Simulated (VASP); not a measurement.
# NaH in VASP: a series of runs

Runs on NaH. Level: HSE06. Tasks: single point.

All numbers are computed with VASP 6.6.1; they aren't measurements. Logs are shortened: lines on timing, memory, paths and dates and some standing lists are left out, and cuts for length are marked.

## Step 1: The cell of the first run

The structure is cubic, space group F-43m (No. 216). The conventional cell has a = 4.924 Å, b = 4.924 Å, c = 4.924 Å, α = 90.00°, β = 90.00°, γ = 90.00°. Within 2.8 Å of Na (site symmetry -43m) lie 4 H at 2.13 Å. H (site symmetry -43m) has 4 Na at 2.13 Å within 2.8 Å.

## Step 2: Single point, HSE06 (strain -5.2%)

Input file POSCAR:

```
NaH
1.0
    0.0000000000      2.4618811596      2.4618811596
    2.4618811596      0.0000000000      2.4618811596
    2.4618811596      2.4618811596      0.0000000000
Na H
1 1
Direct
    0.0000000000      0.0000000000      0.0000000000
    0.2500000000      0.2500000000      0.2500000000
```

Input file INCAR.step1:

```
PREC     = Accurate       # precision mode
ENCUT    = 520            # plane-wave cutoff, eV
EDIFF    = 1E-5           # SCF threshold, eV
ISMEAR   = 0              # smearing method
SIGMA    = 0.01           # smearing width, eV
LREAL    = F              # projectors in reciprocal space
LASPH    = T              # aspherical terms in the spheres
NELM     = 80             # most SCF steps
ALGO     = Normal         # electronic algorithm
ISIF     = 2              # what is computed and relaxed
LWAVE    = T              # write WAVECAR
LCHARG   = F              # write CHGCAR
GGA      = PE             # functional
NBANDS   = 11             # bands
```

Input file INCAR.step2:

```
PREC     = Accurate       # precision mode
ENCUT    = 520            # plane-wave cutoff, eV
EDIFF    = 1E-6           # SCF threshold, eV
ISMEAR   = 0              # smearing method
SIGMA    = 0.01           # smearing width, eV
LREAL    = F              # projectors in reciprocal space
LASPH    = T              # aspherical terms in the spheres
NELM     = 80             # most SCF steps
ALGO     = Normal         # electronic algorithm
ISIF     = 2              # what is computed and relaxed
LWAVE    = F              # write WAVECAR
LCHARG   = F              # write CHGCAR
GGA      = PE             # functional
LHFCALC  = T              # exact exchange
HFSCREEN = 0.2079         # screening, 1/A
PRECFOCK = Normal       
ISTART   = 1            
NBANDS   = 11             # bands
```

Input file KPOINTS:

```
Automatic mesh
0
Gamma
  6 6 6
```

Potentials or basis: VASP PAW PBE potentials, release 64 (Na_pv, H).

Started as:

```bash
$ cat potpaw_PBE.64/Na_pv/POTCAR potpaw_PBE.64/H/POTCAR > POTCAR
$ cp INCAR.step1 INCAR
$ mpirun -np 1 vasp_std > vasp.out
$ cp INCAR.step2 INCAR
$ mpirun -np 1 vasp_std > vasp.out
```

OUTCAR:

```text
PREC = Accurate
   ENCUT = 520
   EDIFF = 1E-6
   ISMEAR = 0
   LREAL = F
   LASPH = T
   NELM = 80
   ISIF = 2
   GGA = PE
   LHFCALC = T
   HFSCREEN = 0.2079
   PRECFOCK = Normal
   ISTART = 1

 ion  position               nearest neighbor table
   1  0.000  0.000  0.000-
   2  0.250  0.250  0.250-

  LATTYP: Found a face centered cubic cell.
 ALAT       =     4.9237623192

  Lattice vectors:

 A1 = (   0.0000000000,   2.4618811596,   2.4618811596)
 A2 = (   2.4618811596,   0.0000000000,   2.4618811596)
 A3 = (   2.4618811596,   2.4618811596,   0.0000000000)

Analysis of symmetry for initial positions (statically):
=====================================================================
 Subroutine PRICEL returns:
 Original cell was already a primitive cell.

 Routine SETGRP: Setting up the symmetry group for a
 face centered cubic supercell.

 Subroutine GETGRP returns: Found 24 space group operations
 (whereof 24 operations were pure point group operations)
 out of a pool of 48 trial point group operations.

The static configuration has the point symmetry T_d .

Analysis of symmetry for dynamics (positions and initial velocities):
=====================================================================
 Subroutine PRICEL returns:
 Original cell was already a primitive cell.

 Routine SETGRP: Setting up the symmetry group for a
 face centered cubic supercell.

 Subroutine GETGRP returns: Found 24 space group operations
 (whereof 24 operations were pure point group operations)
 out of a pool of 48 trial point group operations.

The dynamic configuration has the point symmetry T_d .

 Subroutine INISYM returns: Found 24 space group operations
 (whereof 24 operations are pure point group operations),
 and found     1 'primitive' translations

----------------------------------------------------------------------------------------

                                     Primitive cell

  volume of cell :      29.8422

  direct lattice vectors                    reciprocal lattice vectors
     0.000000000  2.461881160  2.461881160    -0.203096725  0.203096725  0.203096725
     2.461881160  0.000000000  2.461881160     0.203096725 -0.203096725  0.203096725
     2.461881160  2.461881160  0.000000000     0.203096725  0.203096725 -0.203096725

  length of vectors
     3.481625725  3.481625725  3.481625725     0.351773846  0.351773846  0.351773846

  position of ions in fractional coordinates (direct lattice)
     0.000000000  0.000000000  0.000000000
     0.250000000  0.250000000  0.250000000

  ion indices of the primitive-cell ions
   primitive index   ion index
                 1           1
                 2           2

----------------------------------------------------------------------------------------

 KPOINTS: Automatic mesh

Automatic generation of k-mesh.
 Grid dimensions read from file:
 generate k-points for:    6    6    6

 Generating k-lattice:

  Cartesian coordinates                     Fractional coordinates (reciprocal lattice)
    -0.033849454  0.033849454  0.033849454     0.166666667  0.000000000  0.000000000
     0.033849454 -0.033849454  0.033849454     0.000000000  0.166666667  0.000000000
     0.033849454  0.033849454 -0.033849454     0.000000000  0.000000000  0.166666667

  Length of vectors
     0.058628974  0.058628974  0.058628974

  Shift w.r.t. Gamma in fractional coordinates (k-lattice)
     0.000000000  0.000000000  0.000000000

 Subroutine IBZKPT returns following result:
 ===========================================

 Found     16 irreducible k-points:

 Following reciprocal coordinates:
            Coordinates               Weight
  0.000000  0.000000  0.000000      1.000000
  0.166667  0.000000  0.000000      8.000000
  0.333333  0.000000  0.000000      8.000000
  0.500000  0.000000  0.000000      4.000000
  0.166667  0.166667  0.000000      6.000000
  0.333333  0.166667  0.000000     24.000000
[... 8 lines left out ...]
 -0.333333  0.333333  0.166667     24.000000
 -0.333333  0.500000  0.166667     12.000000
   k-points           NKPTS =     16   k-points in BZ     NKDIM =    216   number of bands    NBANDS=     11
   number of dos      NEDOS =    301   number of ions     NIONS =      2
   total plane-waves  NPLWV =  21952
   dimension x,y,z NGX =    28 NGY =   28 NGZ =   28
   dimension x,y,z NGXF=    56 NGYF=   56 NGZF=   56
   ions per type =               1   1
   NGX,Y,Z   is equivalent  to a cutoff of  13.37, 13.37, 13.37 a.u.
   NGXF,Y,Z  is equivalent  to a cutoff of  26.74, 26.74, 26.74 a.u.
 SYSTEM =  unknown system
   PREC   = accura    normal or accurate (medium, high low for compatibility)
   ISTART =      1    job   : 0-new  1-cont  2-samecut
   ICHARG =      0    charge: 1-file 2-atom 10-const
   ISPIN  =      1    spin polarized calculation?
   LNONCOLLINEAR =      F non collinear calculations
   LSORBIT =      F    spin-orbit coupling
   LASPH  =      T    aspherical Exc in radial PAW
   ENCUT  =  520.0 eV  38.22 Ry    6.18 a.u.   6.47  6.47  6.47*2*pi/ulx,y,z
   NELM   =     80;   NELMIN=  2; NELMDL=  0     # of ELM steps
   EDIFF  = 0.1E-05   stopping-criterion for ELM
   LREAL  =      F    real-space projection
   EDIFFG = 0.1E-04   stopping-criterion for IOM
   NSW    =      0    number of steps for IOM
   IBRION =     -1    ionic relax: 0-MD 1-quasi-New 2-CG
   NFREE  =      0    steps in history (QN), initial steepest desc. (CG)
   ISIF   =      2    stress and relaxation
   ISYM   =      3    0-nonsym 1-usesym 2-fastsym
   POTIM  = 0.5000    time-step for ionic-motion
   TEBEG  =    0.0;   TEEND  =   0.0 temperature during run
   PSTRESS=    0.0 pullay stress
   NELECT =       8.0000    total number of electrons
   NUPDOWN=      -1.0000    fix difference up-down
   EMIN   =  10.00;   EMAX   =-10.00  energy-range for DOS
   EFERMI =   0.00;   METHOD = LEGACY
   ISMEAR =     0;   SIGMA  =   0.01  broadening in eV -4-tet -1-fermi 0-gaus
   EFERMI_NEDOS =   21; number of points for ismear=-14 and -15
   IALGO  =     38    algorithm
   IMIX   =      1    mixing-type and parameters
     AMIX     =   0.40;   BMIX     =  1.00
     AMIX_MAG =   1.60;   BMIX_MAG =  1.00
  volume/ion in A,a.u.               =      14.92       100.69
  Fermi-wavevector in a.u.,A,eV,Ry     =   1.055588  1.994772 15.160507  1.114266
  Thomas-Fermi vector in A             =   2.190792
   LORBIT       =      0    0 simple, 1 ext, 2 COOP (PROOUT), +10 PAW based schemes
   GGA     = PE    functional components
   LHFCALC =     T    Hartree Fock is set to
   PRECFOCK=normal    Normal, Fast or Accurate (Low or Medium for compatibility)
   ENCUT4O =  -1.0   cutoff for four orbital integrals eV
   NKREDX  =     1    reduce k-point grid by
   NKREDY  =     1    reduce k-point grid by
   NKREDZ  =     1    reduce k-point grid by
   AEXX    =    0.2500 exact exchange contribution
   HFSCREEN=    0.2079 screening length (either q_TF or 0.3 A-1)
   HFSCREENC=   0.2079 screening length for correlation (either q_TF or 0.3 A-1)
   ENCUTFOCK=  -1.0 apply spherical cutoff to Coloumb kernel
   IVDW    =     0    specifies the selected vdW correction
   LEPSILON=     F    determine dielectric tensor
   LRPA    =     F    only Hartree local field effects (RPA)
 non-spin polarized calculation
 Gauss-broadening in eV      SIGMA  =   0.01
  energy-cutoff  :      520.00
  volume of cell :       29.84
 maximum number of plane-waves:       821
 NGX is ok and might be reduce to    28
  NGX = 20; NGY = 20; NGZ = 20

 number of electron       8.0000007 magnetization

 Free energy of the ion-electron system (eV)
  ---------------------------------------------------
  ext. energy  EPLUGINS =         0.00000000
  ---------------------------------------------------
  free energy    TOTEN  =        -5.59442543 eV

  energy without entropy =       -5.59442543  energy(sigma->0) =       -5.59442543

 E-fermi :  -2.0499     XC(G=0):  -6.2003

 val. band max:       -2.2043933726   @ k =  -0.3333   0.5000   0.1667
 cond. band min:       2.5974675686   @ k =   0.5000   0.0000   0.0000
 fundamental gap:      4.8018609413
 Fermi energy:        -2.0499164799

 k-point     1 :       0.0000    0.0000    0.0000
  band No.  band energies     occupation
      1     -26.1630      2.00000
      2     -26.1630      2.00000
      3     -26.1630      2.00000
      4      -5.7306      2.00000
      5       8.3182      0.00000
      6      13.6303      0.00000
      7      13.6303      0.00000
      8      13.6303      0.00000
      9      16.9035      0.00000
     10      16.9035      0.00000
     11      16.9035      0.00000

 k-point     2 :       0.1667    0.0000    0.0000
  band No.  band energies     occupation
      1     -26.1833      2.00000
      2     -26.1654      2.00000
      3     -26.1654      2.00000
      4      -5.2448      2.00000
      5       6.8295      0.00000
      6      12.5525      0.00000
      7      13.2522      0.00000
      8      13.2522      0.00000
      9      17.2365      0.00000
     10      17.2365      0.00000
     11      17.6032      0.00000

 k-point     3 :       0.3333    0.0000    0.0000
  band No.  band energies     occupation
      1     -26.2230      2.00000
      2     -26.1703      2.00000
      3     -26.1703      2.00000
      4      -3.9934      2.00000
      5       4.1074      0.00000
      6      11.3780      0.00000
      7      12.8657      0.00000
      8      12.8657      0.00000
      9      15.6017      0.00000
     10      15.6017      0.00000
     11      17.0243      0.00000
[... 155 lines left out ...]
 k-point    15 :      -0.3333    0.3333    0.1667
  band No.  band energies     occupation
      1     -26.2252      2.00000
      2     -26.2027      2.00000
      3     -26.1829      2.00000
      4      -2.4354      2.00000
      5       3.8934      0.00000
      6       6.6245      0.00000
      7       8.5953      0.00000
      8      14.3386      0.00000
      9      15.2052      0.00000
     10      19.2887      0.00000
     11      20.0346      0.00000

 k-point    16 :      -0.3333    0.5000    0.1667
  band No.  band energies     occupation
      1     -26.2281      2.00000
      2     -26.2007      2.00000
      3     -26.1894      2.00000
      4      -2.2044      2.00000
      5       4.7480      0.00000
      6       5.6826      0.00000
      7       7.7949      0.00000
      8      12.7570      0.00000
      9      16.1891      0.00000
     10      18.2405      0.00000
     11      21.4135      0.00000

------------------------ aborting loop because EDIFF is reached ----------------------------------------

  FORCE on cell =-STRESS in cart. coord.  units (eV):
  Direction    XX          YY          ZZ          XY          YZ          ZX
  --------------------------------------------------------------------------------------
  -------------------------------------------------------------------------------------
  Total        0.7358111      0.7358111      0.7358111     -0.0000000     -0.0000000     -0.0000000
  in kB       39.5044169     39.5044169     39.5044169     -0.0000000     -0.0000000     -0.0000000
  external PRESSURE =      39.5044169 kB  Pullay stress =       0.0000000 kB

 VOLUME and BASIS-vectors are now :
 -----------------------------------------------------------------------------
  energy-cutoff  :      520.00
  volume of cell :       29.84
      direct lattice vectors                 reciprocal lattice vectors
     0.000000000  2.461881160  2.461881160    -0.203096725  0.203096725  0.203096725
     2.461881160  0.000000000  2.461881160     0.203096725 -0.203096725  0.203096725
     2.461881160  2.461881160  0.000000000     0.203096725  0.203096725 -0.203096725

 POSITION                                       TOTAL-FORCE (eV/Angst)
 -----------------------------------------------------------------------------------
      0.00000      0.00000      0.00000        -0.000000     -0.000000     -0.000000
      1.23094      1.23094      1.23094         0.000000      0.000000      0.000000
 -----------------------------------------------------------------------------------
    total drift:                                0.000002     -0.000001      0.000000

  FREE ENERGIE OF THE ION-ELECTRON SYSTEM (eV)
  ---------------------------------------------------
  free  energy   TOTEN  =        -5.5944254261 eV

  energy  without entropy=       -5.5944254261  energy(sigma->0) =       -5.59442543
```

It took 12 min on 1 thread of Oxide Virtual Turin-like, shared host; peak memory 0.22 GiB.

Results:

```
Free energy            : -5.5944 eV
Pressure               : 4.0 GPa
Band gap on the k mesh : 4.80 eV, indirect (least direct gap 5.66 eV)
```

Caveat: the cell differs from its parent crystal (strain -5.2%); the PAW data sets were made with another functional, which shifts forces and pressure a little. A k mesh can miss the band edges.

(Part 1 of 2 ends here.)
